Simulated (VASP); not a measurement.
Wanted: the native input for a VASP 6.6.1 run.

```yaml
Task: relaxation of cell and atoms
Functional: PBEsol
Potentials_or_basis: VASP PAW PBE potentials, release 64 (Ba_sv)
Cutoff: 600 eV
k_mesh: 12 × 12 × 12
Occupations: gaussian, width 0.1 eV
Spin: no spin polarisation
Dipole_correction: no
Further_INCAR_settings: ALGO = Fast; EDIFF = 1e-07; IBRION = 2; EDIFFG = -0.005; NSW = 100; ISIF = 3
```

The structure of Ba lies in POSCAR:

```
Ba
1.0
   -2.4343261710      2.4343261710      2.4343261710
    2.4343261710     -2.4343261710      2.4343261710
    2.4343261710      2.4343261710     -2.4343261710
Ba
1
Direct
    0.0000000000      0.0000000000      0.0000000000
```

The input as run:

INCAR

```
ALGO = Fast ; EDIFF = 1E-7
EDIFFG = -0.005 ; ENCUT = 600
GGA = PS ; IBRION = 2
ISIF = 3 ; ISMEAR = 0
LASPH = T ; LCHARG = F
LREAL = F ; LWAVE = F
NELM = 100 ; NSW = 100
PREC = Accurate ; SIGMA = 0.1
```

KPOINTS

```
k-points
0
Gamma
  12 12 12
```

Potentials or basis: VASP PAW PBE potentials, release 64 (Ba_sv).

Launch:

```bash
$ cat potpaw_PBE.64/Ba_sv/POTCAR > POTCAR
$ mpirun -np 1 vasp_std > vasp.out
```

It gave:

The relaxed volume is 58.47 Å³/atom. The relaxed cell is a = 4.235 Å, b = 4.235 Å, c = 4.235 Å, α = 109.47°, β = 109.47°, γ = 109.47° and the space group after relaxing (to 0.05 Å) is Im-3m (No. 229). The energy gained by relaxing is 0.3 meV/atom. The ionic steps are 3, the pressure after relaxing is 0.0 GPa and the band gap on the k mesh is zero (band 5 reaches 2.37 eV, above the bottom of band 6 at 1.14 eV).

Caveat: the PAW data sets were made with another functional, which shifts forces and pressure a little; spin-orbit coupling is left out, which moves the levels of the heavy elements.

Run time: 62 s on 1 thread of Intel(R) Xeon(R) Platinum 8488C (Sapphire Rapids), on a shared host, peak memory 0.24 GiB.
